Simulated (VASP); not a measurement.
# B2P (I4_1/amd) in VASP: relaxation of cell and atoms with PBE

Aim: the relaxation of cell and atoms of B2P with PBE.

All numbers are computed with VASP 6.6.1; they aren't measurements. Logs are shortened: lines on timing, memory, paths and dates and some standing lists are left out, and cuts for length are marked.

## 1. The cell of the first run

It takes space group I4_1/amd (No. 141, tetragonal). The conventional cell has a = 3.087 Å, b = 3.087 Å, c = 11.112 Å, α = 90.00°, β = 90.00°, γ = 90.00°. B (site symmetry 2mm) has 3 B at 1.81 to 1.82 Å and 6 P at 2.36 to 2.43 Å within 2.5 Å. P (site symmetry -4m2) has 12 B at 2.36 to 2.43 Å and 8 P at 3.09 to 3.18 Å within 3.2 Å.

## 2. Relaxation of cell and atoms, PBE

INCAR reads:

```
PREC = Accurate
ENCUT = 600
EDIFF = 1E-6
ISMEAR = 0
SIGMA = 0.1
LREAL = F
LASPH = T
NELM = 60
ALGO = Normal
ISIF = 3
LWAVE = F
LCHARG = F
GGA = PE
IBRION = 2
NSW = 100
EDIFFG = -0.01
```

KPOINTS reads:

```
Automatic mesh
0
Gamma
  16 16 16
```

POSCAR reads:

```
B2P
1.0
   -1.5433167977      1.5433167977      5.5559497218
    1.5433167977     -1.5433167977      5.5559497218
    1.5433167977      1.5433167977     -5.5559497218
B P
4 2
Direct
    0.4187804901      0.4187804901      0.0000000000
    0.1687804901      0.6687804901      0.5000000000
    0.3312195099      0.8312195099      0.5000000000
    0.5812195099      0.5812195099      0.0000000000
    0.0000000000      0.0000000000      0.0000000000
    0.7500000000      0.2500000000      0.5000000000
```

Potentials or basis: VASP PAW PBE potentials, release 64 (B, P).

Launch:

```sh
> cat potpaw_PBE.64/B/POTCAR potpaw_PBE.64/P/POTCAR > POTCAR
> mpirun -np 1 vasp_std > vasp.out
```

OUTCAR:

```text
PREC = Accurate
   ENCUT = 600
   EDIFF = 1E-6
   ISMEAR = 0
   LREAL = F
   LASPH = T
   NELM = 60
   ISIF = 3
   GGA = PE
   IBRION = 2
   NSW = 100
   EDIFFG = -0.01

 ion  position               nearest neighbor table
   1  0.419  0.419  0.000-   4 1.81   3 1.82   3 1.82   5 2.36   5 2.36   5 2.36   5 2.36   6 2.43
                             6 2.43
   2  0.169  0.669  0.500-   3 1.81   4 1.82   4 1.82   6 2.36   6 2.36   6 2.36   6 2.36   5 2.43
                             5 2.43
   3  0.331  0.831  0.500-   2 1.81   1 1.82   1 1.82   6 2.36   6 2.36   6 2.36   6 2.36   5 2.43
                             5 2.43
   4  0.581  0.581  0.000-   1 1.81   2 1.82   2 1.82   5 2.36   5 2.36   5 2.36   5 2.36   6 2.43
                             6 2.43
   5  0.000  0.000  0.000-   4 2.36   4 2.36   4 2.36   1 2.36   4 2.36   1 2.36   1 2.36   1 2.36
                             3 2.43   2 2.43   2 2.43   3 2.43
   6  0.750  0.250  0.500-   3 2.36   3 2.36   3 2.36   2 2.36   3 2.36   2 2.36   2 2.36   2 2.36
                             1 2.43   4 2.43   1 2.43   4 2.43

  LATTYP: Found a body centered tetragonal cell.
 ALAT       =     3.0866335954
 C/A-ratio  =     3.6000059936

  Lattice vectors:

 A1 = (  -1.5433167977,   1.5433167977,   5.5559497218)
 A2 = (   1.5433167977,  -1.5433167977,   5.5559497218)
 A3 = (   1.5433167977,   1.5433167977,  -5.5559497218)

Analysis of symmetry for initial positions (statically):
=====================================================================
 Subroutine PRICEL returns:
 Original cell was already a primitive cell.

 Routine SETGRP: Setting up the symmetry group for a
 body centered tetragonal supercell.

 Subroutine GETGRP returns: Found 16 space group operations
 (whereof  8 operations were pure point group operations)
 out of a pool of 16 trial point group operations.

The static configuration has the point symmetry D_2d.
 The point group associated with its full space group is D_4h.

Analysis of symmetry for dynamics (positions and initial velocities):
=====================================================================
 Subroutine PRICEL returns:
 Original cell was already a primitive cell.

 Routine SETGRP: Setting up the symmetry group for a
 body centered tetragonal supercell.

 Subroutine GETGRP returns: Found 16 space group operations
 (whereof  8 operations were pure point group operations)
 out of a pool of 16 trial point group operations.

The dynamic configuration has the point symmetry D_2d.
 The point group associated with its full space group is D_4h.

 Subroutine INISYM returns: Found 16 space group operations
 (whereof  8 operations are pure point group operations),
 and found     1 'primitive' translations

----------------------------------------------------------------------------------------

                                     Primitive cell

  volume of cell :      52.9332

  direct lattice vectors                    reciprocal lattice vectors
    -1.543316798  1.543316798  5.555949722     0.000000000  0.323977553  0.089993615
     1.543316798 -1.543316798  5.555949722     0.323977553  0.000000000  0.089993615
     1.543316798  1.543316798 -5.555949722     0.323977553  0.323977553  0.000000000

  length of vectors
     5.969273891  5.969273891  5.969273891     0.336244414  0.336244414  0.458173450

  position of ions in fractional coordinates (direct lattice)
     0.418780490  0.418780490  0.000000000
     0.168780490  0.668780490  0.500000000
     0.331219510  0.831219510  0.500000000
     0.581219510  0.581219510  0.000000000
     0.000000000  0.000000000  0.000000000
     0.750000000  0.250000000  0.500000000

  ion indices of the primitive-cell ions
   primitive index   ion index
                 1           1
                 2           2
                 3           3
                 4           4
                 5           5
                 6           6

----------------------------------------------------------------------------------------

 KPOINTS: Automatic mesh

Automatic generation of k-mesh.
 Grid dimensions read from file:
 generate k-points for:   16   16   16

 Generating k-lattice:

  Cartesian coordinates                     Fractional coordinates (reciprocal lattice)
     0.000000000  0.020248597  0.005624601     0.062500000  0.000000000  0.000000000
     0.020248597  0.000000000  0.005624601     0.000000000  0.062500000  0.000000000
     0.020248597  0.020248597  0.000000000     0.000000000  0.000000000  0.062500000

  Length of vectors
     0.021015276  0.021015276  0.028635841

  Shift w.r.t. Gamma in fractional coordinates (k-lattice)
     0.000000000  0.000000000  0.000000000

 Subroutine IBZKPT returns following result:
 ===========================================

 Found    349 irreducible k-points:

 Following reciprocal coordinates:
            Coordinates               Weight
  0.000000  0.000000  0.000000      1.000000
  0.062500  0.000000 -0.000000      8.000000
  0.125000  0.000000 -0.000000      8.000000
  0.187500  0.000000  0.000000      8.000000
  0.250000  0.000000 -0.000000      8.000000
  0.312500  0.000000  0.000000      8.000000
[... 16 lines left out ...]
 -0.125000  0.062500  0.000000     16.000000
 -0.062500  0.062500  0.000000      4.000000
 [... further k-points ...]
   k-points           NKPTS =    349   k-points in BZ     NKDIM =    349   number of bands    NBANDS=     15
   number of dos      NEDOS =    301   number of ions     NIONS =      6
   total plane-waves  NPLWV = 110592
   dimension x,y,z NGX =    48 NGY =   48 NGZ =   48
   dimension x,y,z NGXF=    96 NGYF=   96 NGZF=   96
   ions per type =               4   2
   NGX,Y,Z   is equivalent  to a cutoff of  13.37, 13.37, 13.37 a.u.
   NGXF,Y,Z  is equivalent  to a cutoff of  26.74, 26.74, 26.74 a.u.
 SYSTEM =  unknown system
   PREC   = accura    normal or accurate (medium, high low for compatibility)
   ISTART =      0    job   : 0-new  1-cont  2-samecut
   ICHARG =      2    charge: 1-file 2-atom 10-const
   ISPIN  =      1    spin polarized calculation?
   LNONCOLLINEAR =      F non collinear calculations
   LSORBIT =      F    spin-orbit coupling
   LASPH  =      T    aspherical Exc in radial PAW
   ENCUT  =  600.0 eV  44.10 Ry    6.64 a.u.  11.92 11.92 11.92*2*pi/ulx,y,z
   NELM   =     60;   NELMIN=  2; NELMDL= -5     # of ELM steps
   EDIFF  = 0.1E-05   stopping-criterion for ELM
   LREAL  =      F    real-space projection
   EDIFFG = -.1E-01   stopping-criterion for IOM
   NSW    =    100    number of steps for IOM
   IBRION =      2    ionic relax: 0-MD 1-quasi-New 2-CG
   NFREE  =      1    steps in history (QN), initial steepest desc. (CG)
   ISIF   =      3    stress and relaxation
   ISYM   =      2    0-nonsym 1-usesym 2-fastsym
   POTIM  = 0.5000    time-step for ionic-motion
   TEBEG  =    0.0;   TEEND  =   0.0 temperature during run
   PSTRESS=    0.0 pullay stress
   NELECT =      22.0000    total number of electrons
   NUPDOWN=      -1.0000    fix difference up-down
   EMIN   =  10.00;   EMAX   =-10.00  energy-range for DOS
   EFERMI =   0.00;   METHOD = LEGACY
   ISMEAR =     0;   SIGMA  =   0.10  broadening in eV -4-tet -1-fermi 0-gaus
   EFERMI_NEDOS =   21; number of points for ismear=-14 and -15
   IALGO  =     38    algorithm
   IMIX   =      4    mixing-type and parameters
     AMIX     =   0.40;   BMIX     =  1.00
     AMIX_MAG =   1.60;   BMIX_MAG =  1.00
  volume/ion in A,a.u.               =       8.82        59.54
  Fermi-wavevector in a.u.,A,eV,Ry     =   1.221723  2.308723 20.308167  1.492608
  Thomas-Fermi vector in A             =   2.356896
   LORBIT       =      0    0 simple, 1 ext, 2 COOP (PROOUT), +10 PAW based schemes
   GGA     = PE    functional components
   LHFCALC =     F    Hartree Fock is set to
   AEXX    =    0.0000 exact exchange contribution
   IVDW    =     0    specifies the selected vdW correction
   LEPSILON=     F    determine dielectric tensor
   LRPA    =     F    only Hartree local field effects (RPA)
 conjugate gradient relaxation of ions
 non-spin polarized calculation
 Gauss-broadening in eV      SIGMA  =   0.10
  energy-cutoff  :      600.00
  volume of cell :       52.93
 maximum number of plane-waves:      1792
   NGX = 23   NGY = 23   NGZ = 23

--------------------------------------- Ionic step        1  -------------------------------------------

 number of electron      22.0000000 magnetization

 Free energy of the ion-electron system (eV)
  ---------------------------------------------------
  ext. energy  EPLUGINS =         0.00000000
  ---------------------------------------------------
  free energy    TOTEN  =       -32.06389247 eV

  energy without entropy =      -32.05494187  energy(sigma->0) =      -32.05941717

------------------------ aborting loop because EDIFF is reached ----------------------------------------

  FORCE on cell =-STRESS in cart. coord.  units (eV):
  Direction    XX          YY          ZZ          XY          YZ          ZX
  --------------------------------------------------------------------------------------
  -------------------------------------------------------------------------------------
  Total        0.4665487      0.4665487     -0.7275248      0.0000000      0.0000000     -0.0000000
  in kB       14.1214438     14.1214438    -22.0206396      0.0000000      0.0000000     -0.0000000
  external PRESSURE =       2.0740826 kB  Pullay stress =       0.0000000 kB
[... 145 lines left out ...]
  energy  without entropy=      -32.0609255978  energy(sigma->0) =      -32.06551821

--------------------------------------- Ionic step        5  -------------------------------------------

 number of electron      22.0000001 magnetization

 Free energy of the ion-electron system (eV)
  ---------------------------------------------------
  ext. energy  EPLUGINS =         0.00000000
  ---------------------------------------------------
  free energy    TOTEN  =       -32.07060102 eV

  energy without entropy =      -32.06140152  energy(sigma->0) =      -32.06600127

 E-fermi :   9.8869     XC(G=0): -12.1359

 val. band max:        9.8830213146   @ k =   0.3125   0.2500   0.1250
 cond. band min:       9.8899668904   @ k =   0.3750   0.1875   0.1250
 fundamental gap:      0.0069455758
 Fermi energy:         9.8868736605

 k-point     1 :       0.0000    0.0000    0.0000
  band No.  band energies     occupation
      1      -7.5249      2.00000
      2      -4.1175      2.00000
      3      -2.2632      2.00000
      4       5.1339      2.00000
      5       5.1339      2.00000
      6       5.6325      2.00000
      7       5.6325      2.00000
      8       7.3646      2.00000
      9       7.3737      2.00000
     10       7.6578      2.00000
     11       8.3156      2.00000
     12      10.1995      0.00001
     13      12.4011      0.00000
     14      12.8679      0.00000
     15      12.8679      0.00000
[... 397 lines left out ...]
 k-point    24 :      -0.0625    0.0625    0.0000
  band No.  band energies     occupation
      1      -7.4187      2.00000
      2      -4.0122      2.00000
      3      -2.1669      2.00000
      4       4.5183      2.00000
      5       4.6789      2.00000
      6       4.8381      2.00000
      7       5.1757      2.00000
      8       7.5778      2.00000
      9       8.0289      2.00000
     10       8.3908      2.00000
     11       8.7138      2.00000
     12      10.7960      0.00000
     13      12.2852      0.00000
     14      12.4243      0.00000
     15      13.1836      0.00000

 [... further k-points ...]

------------------------ aborting loop because EDIFF is reached ----------------------------------------

  FORCE on cell =-STRESS in cart. coord.  units (eV):
  Direction    XX          YY          ZZ          XY          YZ          ZX
  --------------------------------------------------------------------------------------
  -------------------------------------------------------------------------------------
  Total       -0.0017290     -0.0017290     -0.0455824      0.0000000      0.0000000      0.0000000
  in kB       -0.0521186     -0.0521186     -1.3740396      0.0000000      0.0000000      0.0000000
  external PRESSURE =      -0.4927589 kB  Pullay stress =       0.0000000 kB
[... 21 lines left out ...]
  FREE ENERGIE OF THE ION-ELECTRON SYSTEM (eV)
  ---------------------------------------------------
  free  energy   TOTEN  =       -32.0706010216 eV

  energy  without entropy=      -32.0614015213  energy(sigma->0) =      -32.06600127

 reached required accuracy - stopping structural energy minimisation
```

Run time: 26 min. Hardware: 1 thread of Intel Xeon Platinum 8259CL at 2.50GHz (Skylake/Cascade Lake), shared host; peak memory 0.55 GiB.

Results:

| Quantity | Value |
| --- | --- |
| Free energy | -32.0706 eV |
| Relaxed volume | 8.86 Å³/atom |
| Relaxed cell | a = 5.924 Å, b = 5.924 Å, c = 5.924 Å, α = 149.58°, β = 149.58°, γ = 43.56° |
| Space group after relaxing (to 0.1 Å) | I4_1/amd (No. 141) |
| Energy gained by relaxing | 1.1 meV/atom |
| Ionic steps | 5 |
| Pressure after relaxing | 0.0 GPa |
| Band gap on the k mesh | zero (bands 11 and 12 overlap by 4.94 eV) |

Stress tensor (GPa, compression positive):
```
-0.01  0.00  0.00
 0.00 -0.01  0.00
 0.00  0.00 -0.14
```

The path:
```tsv
step	energy change (eV)	largest force (eV/Å)	pressure (GPa)	volume (Å³)
1	0.0000	0.0246	0.21	52.93
2	-0.0054	0.0288	0.15	53.02
3	-0.0062	0.0609	0.15	53.06
4	-0.0062	0.0645	0.15	53.07
5	-0.0067	0.0012	-0.05	53.15
```

Final structure:
```yaml
crystal:
  lattice:
    - [-1.55416, 1.55416, 5.50123]
    - [1.55416, -1.55416, 5.50123]
    - [1.55416, 1.55416, -5.50123]
  atoms:
    - { symbol: B, position: [0.41865, 0.41865, 0.00000] }
    - { symbol: B, position: [0.16865, 0.66865, 0.50000] }
    - { symbol: B, position: [0.33135, 0.83135, 0.50000] }
    - { symbol: B, position: [0.58135, 0.58135, 0.00000] }
    - { symbol: P, position: [0.00000, 0.00000, 0.00000] }
    - { symbol: P, position: [0.75000, 0.25000, 0.50000] }
```
